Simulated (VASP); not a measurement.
# YSb (Fm-3m) in VASP: a series of runs

YSb is run at these levels: LDA; tasks: single point.

Everything below comes from runs of VASP 6.6.1. Logs are shortened: lines on timing, memory, paths and dates and some standing lists are left out, and cuts for length are marked.

## (1) The cell of the first run

Symmetry: Fm-3m, No. 225, cubic system. The conventional cell has a = 6.190 Å, b = 6.190 Å, c = 6.190 Å, α = 90.00°, β = 90.00°, γ = 90.00°. Within 4.1 Å of Y (site symmetry m-3m) lie 6 Sb at 3.10 Å. Sb (site symmetry m-3m) has 6 Y at 3.10 Å within 4.1 Å.

## (2) Single point, LDA

Contents of INCAR:

```
  PREC = Accurate
  ENCUT = 500
  EDIFF = 1E-6
  ISMEAR = 0
  SIGMA = 0.05
  LREAL = False
  LASPH = True
  NELM = 120
  ALGO = Normal
  ISIF = 2
  LWAVE = False
  LCHARG = True
  GGA = CA
  LELF = True
  LVHAR = True
  NBANDS = 15
  GGA_COMPAT = False
```

Contents of KPOINTS:

```
Automatic mesh
0
Gamma
  7 7 7
```

Contents of POSCAR:

```
YSb
1.0
    0.0000000000      3.0950000000      3.0950000000
    3.0950000000      0.0000000000      3.0950000000
    3.0950000000      3.0950000000      0.0000000000
Y Sb
1 1
Direct
    0.5000000000      0.5000000000      0.5000000000
    0.0000000000      0.0000000000      0.0000000000
```

Potentials or basis: VASP PAW LDA potentials, release 64 (Y_sv, Sb).

Command:

```console
$ cat potpaw_LDA.64/Y_sv/POTCAR potpaw_LDA.64/Sb/POTCAR > POTCAR
$ mpirun -np 1 vasp_std > vasp.out
```

OUTCAR:

```text
PREC = Accurate
   ENCUT = 500
   EDIFF = 1E-6
   ISMEAR = 0
   LREAL = False
   LASPH = True
   NELM = 120
   ISIF = 2
   GGA = CA

 ion  position               nearest neighbor table
   1  0.500  0.500  0.500-   2 3.10   2 3.10   2 3.10   2 3.10   2 3.10   2 3.10
   2  0.000  0.000  0.000-   1 3.10   1 3.10   1 3.10   1 3.10   1 3.10   1 3.10

  LATTYP: Found a face centered cubic cell.
 ALAT       =     6.1900000000

  Lattice vectors:

 A1 = (   0.0000000000,   3.0950000000,   3.0950000000)
 A2 = (   3.0950000000,   0.0000000000,   3.0950000000)
 A3 = (   3.0950000000,   3.0950000000,   0.0000000000)

Analysis of symmetry for initial positions (statically):
=====================================================================
 Subroutine PRICEL returns:
 Original cell was already a primitive cell.

 Routine SETGRP: Setting up the symmetry group for a
 face centered cubic supercell.

 Subroutine GETGRP returns: Found 48 space group operations
 (whereof 48 operations were pure point group operations)
 out of a pool of 48 trial point group operations.

The static configuration has the point symmetry O_h .

Analysis of symmetry for dynamics (positions and initial velocities):
=====================================================================
 Subroutine PRICEL returns:
 Original cell was already a primitive cell.

 Routine SETGRP: Setting up the symmetry group for a
 face centered cubic supercell.

 Subroutine GETGRP returns: Found 48 space group operations
 (whereof 48 operations were pure point group operations)
 out of a pool of 48 trial point group operations.

The dynamic configuration has the point symmetry O_h .

 Subroutine INISYM returns: Found 48 space group operations
 (whereof 48 operations are pure point group operations),
 and found     1 'primitive' translations

----------------------------------------------------------------------------------------

                                     Primitive cell

  volume of cell :      59.2942

  direct lattice vectors                    reciprocal lattice vectors
     0.000000000  3.095000000  3.095000000    -0.161550889  0.161550889  0.161550889
     3.095000000  0.000000000  3.095000000     0.161550889 -0.161550889  0.161550889
     3.095000000  3.095000000  0.000000000     0.161550889  0.161550889 -0.161550889

  length of vectors
     4.376990976  4.376990976  4.376990976     0.279814347  0.279814347  0.279814347

  position of ions in fractional coordinates (direct lattice)
     0.500000000  0.500000000  0.500000000
     0.000000000  0.000000000  0.000000000

  ion indices of the primitive-cell ions
   primitive index   ion index
                 1           1
                 2           2

[... 79 lines left out ...]
   EMIN   =  10.00;   EMAX   =-10.00  energy-range for DOS
   EFERMI =   0.00;   METHOD = LEGACY
   ISMEAR =     0;   SIGMA  =   0.05  broadening in eV -4-tet -1-fermi 0-gaus
   EFERMI_NEDOS =   21; number of points for ismear=-14 and -15
   IALGO  =     38    algorithm
   IMIX   =      4    mixing-type and parameters
     AMIX     =   0.40;   BMIX     =  1.00
     AMIX_MAG =   1.60;   BMIX_MAG =  1.00
  volume/ion in A,a.u.               =      29.65       200.07
  Fermi-wavevector in a.u.,A,eV,Ry     =   1.057899  1.999139 15.226962  1.119150
  Thomas-Fermi vector in A             =   2.193189
   LORBIT       =      0    0 simple, 1 ext, 2 COOP (PROOUT), +10 PAW based schemes
   GGA     = CA    functional components
   LHFCALC =     F    Hartree Fock is set to
   AEXX    =    0.0000 exact exchange contribution
   IVDW    =     0    specifies the selected vdW correction
   LEPSILON=     F    determine dielectric tensor
   LRPA    =     F    only Hartree local field effects (RPA)
 non-spin polarized calculation
 Gauss-broadening in eV      SIGMA  =   0.05
  energy-cutoff  :      500.00
  volume of cell :       59.29
 maximum number of plane-waves:      1516
   NGX = 15   NGY = 15   NGZ = 15

 number of electron      15.9999999 magnetization

 Free energy of the ion-electron system (eV)
  ---------------------------------------------------
  ext. energy  EPLUGINS =         0.00000000
  ---------------------------------------------------
  free energy    TOTEN  =       -14.18519675 eV

  energy without entropy =      -14.18440048  energy(sigma->0) =      -14.18479862

 E-fermi :   4.8733     XC(G=0):  -9.8730

 val. band max:        4.8496063558   @ k =   0.1429   0.1429   0.0000
 cond. band min:       4.9743110988   @ k =   0.2857   0.2857   0.0000
 fundamental gap:      0.1247047430
 Fermi energy:         4.8733339607

 k-point     1 :       0.0000    0.0000    0.0000
  band No.  band energies     occupation
      1     -37.6819      2.00000
      2     -17.7668      2.00000
      3     -17.7668      2.00000
      4     -17.7668      2.00000
      5      -4.8835      2.00000
      6       5.7211      0.00000
      7       5.7211      0.00000
      8       5.7211      0.00000
      9       6.0151      0.00000
     10       6.0151      0.00000
     11       6.0151      0.00000
     12       6.6468      0.00000
     13       6.6468      0.00000
     14       8.7989      0.00000
[... 329 lines left out ...]
      2     -17.8284      2.00000
      3     -17.8260      2.00000
      4     -17.7937      2.00000
      5      -3.5202      2.00000
      6       2.2353      2.00000
      7       2.4962      2.00000
      8       3.2009      2.00000
      9       6.7184      0.00000
     10       7.5816      0.00000
     11       8.0650      0.00000
     12       8.4437      0.00000
     13       9.0171      0.00000
     14      11.6577      0.00000
     15      13.2739      0.00000

------------------------ aborting loop because EDIFF is reached ----------------------------------------

  FORCE on cell =-STRESS in cart. coord.  units (eV):
  Direction    XX          YY          ZZ          XY          YZ          ZX
  --------------------------------------------------------------------------------------
  -------------------------------------------------------------------------------------
  Total       -1.3701868     -1.3701868     -1.3701868      0.0000000     -0.0000000      0.0000000
  in kB      -37.0235796    -37.0235796    -37.0235796      0.0000000     -0.0000000      0.0000000
  external PRESSURE =     -37.0235796 kB  Pullay stress =       0.0000000 kB

 VOLUME and BASIS-vectors are now :
 -----------------------------------------------------------------------------
  energy-cutoff  :      500.00
  volume of cell :       59.29
      direct lattice vectors                 reciprocal lattice vectors
     0.000000000  3.095000000  3.095000000    -0.161550889  0.161550889  0.161550889
     3.095000000  0.000000000  3.095000000     0.161550889 -0.161550889  0.161550889
     3.095000000  3.095000000  0.000000000     0.161550889  0.161550889 -0.161550889

 POSITION                                       TOTAL-FORCE (eV/Angst)
 -----------------------------------------------------------------------------------
      3.09500      3.09500      3.09500        -0.000000      0.000000     -0.000000
      0.00000      0.00000      0.00000         0.000000     -0.000000      0.000000
 -----------------------------------------------------------------------------------
    total drift:                               -0.000000     -0.000000      0.000000

  FREE ENERGIE OF THE ION-ELECTRON SYSTEM (eV)
  ---------------------------------------------------
  free  energy   TOTEN  =       -14.1851967526 eV

  energy  without entropy=      -14.1844004828  energy(sigma->0) =      -14.18479862
```

It took 42 s on 1 thread of Intel Xeon 8259CL, shared host; peak memory 0.18 GiB.

Results:

```
Free energy            : -14.1852 eV
Pressure               : -3.7 GPa
Band gap on the k mesh : zero (bands 8 and 9 overlap by 1.16 eV)
```

Caveat: the cell stands under tension; spin-orbit coupling is left out, which moves the levels of the heavy elements.

## (3) Single point, LDA

This run uses another cell than the first one, of 30.39 Å³/atom.

Contents of INCAR:

```
PREC = Accurate ; ENCUT = 500
EDIFF = 1E-6 ; ISMEAR = 0
SIGMA = 0.05 ; LREAL = False
LASPH = True ; NELM = 120
ALGO = Normal ; ISIF = 2
LWAVE = False ; LCHARG = False
NBANDS = 15 ; GGA_COMPAT = False
```

KPOINTS is that of step 2.

Contents of POSCAR:

```
YSb
1.0
    0.0000000000      3.1205796724      3.1205796724
    3.1205796724      0.0000000000      3.1205796724
    3.1205796724      3.1205796724      0.0000000000
Y Sb
1 1
Direct
    0.5000000000      0.5000000000      0.5000000000
    0.0000000000      0.0000000000      0.0000000000
```

Potentials or basis: VASP PAW LDA potentials, release 64 (Y_sv, Sb).

Command:

```console
$ cat potpaw_LDA.64/Y_sv/POTCAR potpaw_LDA.64/Sb/POTCAR > POTCAR
$ mpirun -np 1 vasp_std > vasp.out
```

Wall time 46 s (1 thread of Intel Xeon 8259CL, shared host); peak memory 0.17 GiB.

The run converged. Its results:

```yaml
Free_energy: -14.1450 eV
Pressure: -5.0 GPa
Band_gap_on_the_k_mesh: zero (bands 8 and 9 overlap by 1.07 eV)
```

Levels at points of the mesh, in eV from the Fermi level:
| k point | band 5 | band 6 | band 7 | band 8 | band 9 | band 10 | band 11 | band 12 |
| --- | --- | --- | --- | --- | --- | --- | --- | --- |
| (0.00, 0.00, 0.00) | -9.66 | 0.81 | 0.81 | 0.81 | 1.15 | 1.15 | 1.15 | 1.75 |

Caveat: the cell stands under tension; spin-orbit coupling is left out, which moves the levels of the heavy elements.

## (4) Single point, LDA

This run uses another cell than the first one, of 31.13 Å³/atom.

Contents of INCAR:

```
SYSTEM = YSb
  ALGO = Normal
  EDIFF = 1E-6
  ENCUT = 500
  GGA = CA
  GGA_COMPAT = .False.
  ISIF = 2
  ISMEAR = 0
  LASPH = .True.
  LCHARG = .False.
  LREAL = .False.
  LWAVE = .False.
  NBANDS = 15
  NELM = 120
  PREC = Accurate
  SIGMA = 0.05
```

Contents of KPOINTS:

```
k-points
0
Gamma
  7 7 7
  0 0 0
```

Contents of POSCAR:

```
YSb
1.0
    0.0000000000      3.1457467243      3.1457467243
    3.1457467243      0.0000000000      3.1457467243
    3.1457467243      3.1457467243      0.0000000000
Y Sb
1 1
Direct
    0.5000000000      0.5000000000      0.5000000000
    0.0000000000      0.0000000000      0.0000000000
```

Potentials or basis: VASP PAW LDA potentials, release 64 (Y_sv, Sb).

Command:

```console
$ cat potpaw_LDA.64/Y_sv/POTCAR potpaw_LDA.64/Sb/POTCAR > POTCAR
$ mpirun -np 1 vasp_std > vasp.out
```

OUTCAR:

```text
SYSTEM = YSb
   EDIFF = 1E-6
   ENCUT = 500
   GGA = CA
   ISIF = 2
   ISMEAR = 0
   LASPH = .True.
   LREAL = .False.
   NELM = 120
   PREC = Accurate

 ion  position               nearest neighbor table
   1  0.500  0.500  0.500-   2 3.15   2 3.15   2 3.15   2 3.15   2 3.15   2 3.15
   2  0.000  0.000  0.000-   1 3.15   1 3.15   1 3.15   1 3.15   1 3.15   1 3.15

  LATTYP: Found a face centered cubic cell.
 ALAT       =     6.2914934486

  Lattice vectors:

 A1 = (   0.0000000000,   3.1457467243,   3.1457467243)
 A2 = (   3.1457467243,   0.0000000000,   3.1457467243)
 A3 = (   3.1457467243,   3.1457467243,   0.0000000000)

Analysis of symmetry for initial positions (statically):
=====================================================================
 Subroutine PRICEL returns:
 Original cell was already a primitive cell.

 Routine SETGRP: Setting up the symmetry group for a
 face centered cubic supercell.

 Subroutine GETGRP returns: Found 48 space group operations
 (whereof 48 operations were pure point group operations)
 out of a pool of 48 trial point group operations.

The static configuration has the point symmetry O_h .

Analysis of symmetry for dynamics (positions and initial velocities):
=====================================================================
 Subroutine PRICEL returns:
 Original cell was already a primitive cell.

 Routine SETGRP: Setting up the symmetry group for a
 face centered cubic supercell.

 Subroutine GETGRP returns: Found 48 space group operations
 (whereof 48 operations were pure point group operations)
 out of a pool of 48 trial point group operations.

The dynamic configuration has the point symmetry O_h .

 Subroutine INISYM returns: Found 48 space group operations
 (whereof 48 operations are pure point group operations),
 and found     1 'primitive' translations

----------------------------------------------------------------------------------------
[... 116 lines left out ...]
   IVDW    =     0    specifies the selected vdW correction
   LEPSILON=     F    determine dielectric tensor
   LRPA    =     F    only Hartree local field effects (RPA)
 non-spin polarized calculation
 Gauss-broadening in eV      SIGMA  =   0.05
  energy-cutoff  :      500.00
  volume of cell :       62.26
 maximum number of plane-waves:      1600
   NGX = 17   NGY = 17   NGZ = 17

 number of electron      16.0000001 magnetization

 Free energy of the ion-electron system (eV)
  ---------------------------------------------------
  ext. energy  EPLUGINS =         0.00000000
  ---------------------------------------------------
  free energy    TOTEN  =       -14.09378056 eV

  energy without entropy =      -14.09299443  energy(sigma->0) =      -14.09338750

 E-fermi :   4.4817     XC(G=0):  -9.6706

 val. band max:        4.4578837505   @ k =   0.1429   0.1429   0.0000
 cond. band min:       4.6642076321   @ k =   0.2857   0.2857   0.0000
 fundamental gap:      0.2063238815
 Fermi energy:         4.4817305310

 k-point     1 :       0.0000    0.0000    0.0000
  band No.  band energies     occupation
      1     -38.2411      2.00000
      2     -18.3088      2.00000
      3     -18.3088      2.00000
      4     -18.3088      2.00000
      5      -5.0861      2.00000
      6       5.2589      0.00000
      7       5.2589      0.00000
      8       5.2589      0.00000
      9       5.6342      0.00000
     10       5.6342      0.00000
     11       5.6342      0.00000
     12       6.2010      0.00000
     13       6.2010      0.00000
     14       8.0066      0.00000
[... 329 lines left out ...]
      2     -18.3579      2.00000
      3     -18.3559      2.00000
      4     -18.3304      2.00000
      5      -3.8302      2.00000
      6       1.9447      2.00000
      7       2.1933      2.00000
      8       2.8746      2.00000
      9       6.2765      0.00000
     10       7.0946      0.00000
     11       7.4937      0.00000
     12       7.8828      0.00000
     13       8.3803      0.00000
     14      10.9325      0.00000
     15      12.4617      0.00000

------------------------ aborting loop because EDIFF is reached ----------------------------------------

  FORCE on cell =-STRESS in cart. coord.  units (eV):
  Direction    XX          YY          ZZ          XY          YZ          ZX
  --------------------------------------------------------------------------------------
  -------------------------------------------------------------------------------------
  Total       -2.3686983     -2.3686983     -2.3686983      0.0000000      0.0000000      0.0000000
  in kB      -60.9563678    -60.9563678    -60.9563678      0.0000000      0.0000000      0.0000000
  external PRESSURE =     -60.9563678 kB  Pullay stress =       0.0000000 kB

 VOLUME and BASIS-vectors are now :
 -----------------------------------------------------------------------------
  energy-cutoff  :      500.00
  volume of cell :       62.26
      direct lattice vectors                 reciprocal lattice vectors
     0.000000000  3.145746724  3.145746724    -0.158944773  0.158944773  0.158944773
     3.145746724  0.000000000  3.145746724     0.158944773 -0.158944773  0.158944773
     3.145746724  3.145746724  0.000000000     0.158944773  0.158944773 -0.158944773

 POSITION                                       TOTAL-FORCE (eV/Angst)
 -----------------------------------------------------------------------------------
      3.14575      3.14575      3.14575        -0.000000      0.000000     -0.000000
      0.00000      0.00000      0.00000         0.000000     -0.000000      0.000000
 -----------------------------------------------------------------------------------
    total drift:                               -0.000000     -0.000000      0.000000

  FREE ENERGIE OF THE ION-ELECTRON SYSTEM (eV)
  ---------------------------------------------------
  free  energy   TOTEN  =       -14.0937805624 eV

  energy  without entropy=      -14.0929944301  energy(sigma->0) =      -14.09338750
```

Run time: 48 s. Hardware: 1 thread of Intel Xeon 8259CL, shared host; peak memory 0.18 GiB.

Results:

- Free energy: -14.0938 eV
- Pressure: -6.1 GPa
- Band gap on the k mesh: zero (bands 8 and 9 overlap by 0.98 eV)

Levels at points of the mesh, in eV from the Fermi level:
| k point | band 5 | band 6 | band 7 | band 8 | band 9 | band 10 | band 11 | band 12 |
| --- | --- | --- | --- | --- | --- | --- | --- | --- |
| (0.00, 0.00, 0.00) | -9.57 | 0.78 | 0.78 | 0.78 | 1.15 | 1.15 | 1.15 | 1.72 |

Caveat: the cell stands under tension; spin-orbit coupling is left out, which moves the levels of the heavy elements.

## (5) Single point, LDA

This run uses another cell than the first one, of 31.87 Å³/atom.

Contents of INCAR:

```
PREC = Accurate
ENCUT = 500
EDIFF = 1E-6
ISMEAR = 0
SIGMA = 0.05
LREAL = F
LASPH = T
NELM = 120
ALGO = Normal
ISIF = 2
LWAVE = F
LCHARG = F
NBANDS = 15
GGA_COMPAT = F
```

Contents of KPOINTS:

```
Automatic mesh
0
Gamma
  7 7 7
```

Contents of POSCAR:

```
YSb
1.0
    0.0000000000      3.1705174035      3.1705174035
    3.1705174035      0.0000000000      3.1705174035
    3.1705174035      3.1705174035      0.0000000000
Y Sb
1 1
Direct
    0.5000000000      0.5000000000      0.5000000000
    0.0000000000      0.0000000000      0.0000000000
```

Command:

```console
$ cat potpaw_LDA.64/Y_sv/POTCAR potpaw_LDA.64/Sb/POTCAR > POTCAR
$ mpirun -np 1 vasp_std > vasp.out
```

Wall time 66 s (1 thread of Intel Xeon 8259CL, shared host); peak memory 0.19 GiB.

The run converged. Its results:

| Quantity | Value |
| --- | --- |
| Free energy | -14.0329 eV |
| Pressure | -7.1 GPa |
| Band gap on the k mesh | zero (bands 8 and 9 overlap by 0.90 eV) |

Levels at points of the mesh, in eV from the Fermi level:
```tsv
k point	band 5	band 6	band 7	band 8	band 9	band 10	band 11	band 12
(0.00, 0.00, 0.00)	-9.48	0.75	0.75	0.75	1.16	1.16	1.16	1.69
```

Caveat: the cell stands under tension; spin-orbit coupling is left out, which moves the levels of the heavy elements.

## (6) Single point, LDA

This run uses another cell than the first one, of 32.61 Å³/atom.

Contents of INCAR:

```
ALGO = Normal
EDIFF = 1E-6
ENCUT = 500
GGA = CA
GGA_COMPAT = F
ISIF = 2
ISMEAR = 0
LASPH = T
LCHARG = T
LELF = T
LREAL = F
LVHAR = T
LWAVE = F
NBANDS = 15
NELM = 120
PREC = Accurate
SIGMA = 0.05
```

Contents of KPOINTS:

```
k-points
0
Gamma
  7 7 7
```

Contents of POSCAR:

```
YSb
1.0
    0.0000000000      3.1949069573      3.1949069573
    3.1949069573      0.0000000000      3.1949069573
    3.1949069573      3.1949069573      0.0000000000
Y Sb
1 1
Direct
    0.5000000000      0.5000000000      0.5000000000
    0.0000000000      0.0000000000      0.0000000000
```

Potentials or basis: VASP PAW LDA potentials, release 64 (Y_sv, Sb).

Command:

```console
$ cat potpaw_LDA.64/Y_sv/POTCAR potpaw_LDA.64/Sb/POTCAR > POTCAR
$ mpirun -np 1 vasp_std > vasp.out
```

It took 60 s on 1 thread of Intel Xeon 8259CL, shared host; peak memory 0.19 GiB.

Results (log left out):

```yaml
Free_energy: -13.9636 eV
Pressure: -7.9 GPa
Band_gap_on_the_k_mesh: zero (bands 8 and 9 overlap by 0.83 eV)
```

Levels at points of the mesh, in eV from the Fermi level:
| k point | band 5 | band 6 | band 7 | band 8 | band 9 | band 10 | band 11 | band 12 |
| --- | --- | --- | --- | --- | --- | --- | --- | --- |
| (0.00, 0.00, 0.00) | -9.40 | 0.72 | 0.72 | 0.72 | 1.16 | 1.16 | 1.16 | 1.67 |

Caveat: the cell stands under tension; spin-orbit coupling is left out, which moves the levels of the heavy elements.

## (7) Summary

| cell | gap on the mesh (eV) | pressure (GPa) |
| --- | --- | --- |
| a = 4.377 Å, angles 60.0°, 2 atoms | none | -3.7 |
| a = 4.413 Å, angles 60.0°, 2 atoms | none | -5.0 |
| a = 4.449 Å, angles 60.0°, 2 atoms | none | -6.1 |
| a = 4.484 Å, angles 60.0°, 2 atoms | none | -7.1 |
| a = 4.518 Å, angles 60.0°, 2 atoms | none | -7.9 |

Alike in all rows: task single point; level LDA; potentials or basis VASP PAW LDA potentials, release 64 (Y_sv, Sb); no spin polarisation; k mesh 7 × 7 × 7; cutoff (eV) 500; smearing gaussian 0.05 eV.

Caveats: the cell stands under tension; spin-orbit coupling is left out, which moves the levels of the heavy elements.

Absolute energies hang on the potentials; compare differences alone.
